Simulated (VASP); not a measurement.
A run of VASP 6.6.1:

File POSCAR:

```
CsSnBr3
1.0
    5.7500000000      0.0000000000      0.0000000000
    0.0000000000      5.7500000000      0.0000000000
    0.0000000000      0.0000000000      5.7500000000
Cs Sn Br
1 1 3
Direct
    0.0000000000      0.0000000000      0.0000000000
    0.5000000000      0.5000000000      0.5000000000
    0.5000000000      0.5000000000      0.0000000000
    0.0000000000      0.5000000000      0.5000000000
    0.5000000000      0.0000000000      0.5000000000
```

File INCAR.step1:

```
PREC = Accurate ; ENCUT = 550
ISMEAR = -1 ; SIGMA = 0.05
LREAL = F ; LASPH = T
NELM = 120 ; NBANDS = 30
GGA = PE ; ALGO = Normal
EDIFF = 1E-5 ; LWAVE = T
LCHARG = F ; GGA_COMPAT = F
```

File INCAR.step2:

```
PREC = Accurate ; ENCUT = 550
EDIFF = 1E-6 ; ISMEAR = -1
SIGMA = 0.05 ; LREAL = F
LASPH = T ; NELM = 120
ALGO = Normal ; ISIF = 2
LWAVE = F ; LCHARG = T
METAGGA = R2SCAN ; LMIXTAU = T
LELF = T ; LVHAR = T
NBANDS = 30 ; ISTART = 1
GGA_COMPAT = F
```

Contents of KPOINTS:

```
Automatic mesh
0
Gamma
  4 4 4
```

Potentials or basis: VASP PAW PBE potentials, release 64 (Cs_sv, Sn_d, Br).

The run is started by

```console
$ cat potpaw_PBE.64/Cs_sv/POTCAR potpaw_PBE.64/Sn_d/POTCAR potpaw_PBE.64/Br/POTCAR > POTCAR
$ cp INCAR.step1 INCAR
$ mpirun -np 1 vasp_std > vasp.out
$ cp INCAR.step2 INCAR
$ mpirun -np 1 vasp_std > vasp.out
```

Hardware: 1 thread of Intel(R) Xeon(R) Platinum 8259CL CPU @ 2.50GHz (Skylake/Cascade Lake), on a shared host.

Q: Estimate the wall time of this run.

A: It took 3 min on 1 thread of Intel(R) Xeon(R) Platinum 8259CL CPU @ 2.50GHz (Skylake/Cascade Lake), with other jobs on the host, peak memory 0.39 GiB. Counts: k points 10.
